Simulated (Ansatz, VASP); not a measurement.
**Two plane-wave programs on Zn2CrIn3Te8**

File INCAR:

```
SYSTEM = Zn2CrIn3Te8
PREC     = Accurate       ! precision mode
ENCUT    = 400            ! plane-wave cutoff, eV
EDIFF    = 1E-6           ! SCF threshold, eV
ISMEAR   = -1             ! smearing method
SIGMA    = 0.05           ! smearing width, eV
LREAL    = .False.        ! projectors in reciprocal space
LASPH    = .True.         ! aspherical terms in the spheres
NELM     = 200            ! most SCF steps
ALGO     = Normal         ! electronic algorithm
ISIF     = 2              ! what is computed and relaxed
LWAVE    = .False.        ! write WAVECAR
LCHARG   = .False.        ! write CHGCAR
ISPIN    = 2              ! spin polarisation
MAGMOM   = 0.6 0 0 0 0 0 0 0 0 0 0 0 0 0 ! initial moments
LORBIT   = 11             ! projections on sites
LMAXMIX  = 4              ! l up to which the mixer works
GGA      = PE             ! functional
NBANDS   = 78             ! bands
GGA_COMPAT= .False.
```

Contents of KPOINTS:

```
Automatic mesh
0
Gamma
  2 2 1
  0 0 0
```

File POSCAR:

```
Zn2CrIn3Te8
1.0
    6.1220000000      0.0000000000      0.0000000000
    0.0000000000      6.1220000000      0.0000000000
    0.0000000000      0.0000000000     12.2400000000
Cr In Zn Te
1 3 2 8
Direct
    0.5000000000      0.5000000000      0.0000000000
    0.0000000000      0.5000000000      0.2500000000
    0.0000000000      0.0000000000      0.5000000000
    0.5000000000      0.0000000000      0.7500000000
    0.0000000000      0.0000000000      0.0000000000
    0.5000000000      0.5000000000      0.5000000000
    0.2500000000      0.2500000000      0.1250000000
    0.7500000000      0.2500000000      0.3750000000
    0.7500000000      0.7500000000      0.1250000000
    0.2500000000      0.7500000000      0.3750000000
    0.7500000000      0.7500000000      0.6250000000
    0.2500000000      0.7500000000      0.8750000000
    0.2500000000      0.2500000000      0.6250000000
    0.7500000000      0.2500000000      0.8750000000
```

Input for Ansatz:

```yaml
crystal:
  lattice:
    - [6.122, 0.0, 0.0]
    - [0.0, 6.122, 0.0]
    - [0.0, 0.0, 12.24]
  atoms:
    - { symbol: Cr, position: [0.5, 0.5, 0.0], spin: 0.6 }
    - { symbol: In, position: [0.0, 0.5, 0.25] }
    - { symbol: Zn, position: [0.0, 0.0, 0.0] }
    - { symbol: Te, position: [0.25, 0.25, 0.125] }
    - { symbol: Te, position: [0.75, 0.25, 0.375] }
    - { symbol: Te, position: [0.75, 0.75, 0.125] }
    - { symbol: Te, position: [0.25, 0.75, 0.375] }
    - { symbol: In, position: [0.0, 0.0, 0.5] }
    - { symbol: In, position: [0.5, 0.0, 0.75] }
    - { symbol: Zn, position: [0.5, 0.5, 0.5] }
    - { symbol: Te, position: [0.75, 0.75, 0.625] }
    - { symbol: Te, position: [0.25, 0.75, 0.875] }
    - { symbol: Te, position: [0.25, 0.25, 0.625] }
    - { symbol: Te, position: [0.75, 0.25, 0.875] }
magnetization:
  spin_polarized: true
hamiltonian:
  xc: pbe
  pseudopotentials: { kind: paw }
basis:
  ecutwfc: 420
kpoints:
  mp_grid: { grid: [2, 2, 1] }
scf:
  occupations: { method: fermi_dirac, width: 0.05 }
  lower_state_search: "off"
output:
  forces: true
  stress: true
  write_density: true
  write_potential: true
  elf: true
  volumetric_format: npy
```

Change from the starting cell: parallel moments scaled by 0.2, plain SCF.

Alike in both runs: task single point; functional PBE; k mesh 2 × 2 × 1; occupations fermi-dirac, width 0.05 eV; collinear spin.

|  | VASP | Ansatz |
| --- | --- | --- |
| version | VASP 6.6.1 | Ansatz 0.2.0 |
| potentials or method | VASP PAW PBE potentials, release 64 (Cr_pv, In_d, Zn, Te), cutoff 400 eV | PAW, plane waves, scalar-relativistic |
| valence electrons in the cell | 123 | 205 |

|  | VASP | Ansatz | Ansatz less VASP |
| --- | --- | --- | --- |
| pressure (GPa) | 5.8 | 5.9 | +0.04 |
| rms of the force components (eV/Å) | 0.719 | 0.719 | +0.0003 |
| net moment per atom (μB) | 0.21 | 0.21 | 0.000 |
| size of the moment on the site where the two differ most (μB) | 3.20 | 3.10 | -0.098 |

Site moments also hang on the region over which each program counts them. The functional is the same, so the differences come from potentials, cutoffs and numerics. VASP's potentials hold 123 valence electrons a cell and Ansatz's 205, so a difference there can come from the potentials and not from the codes.

The k mesh is coarse, so the values compare programs but aren't converged. Neither program's run includes spin-orbit coupling.
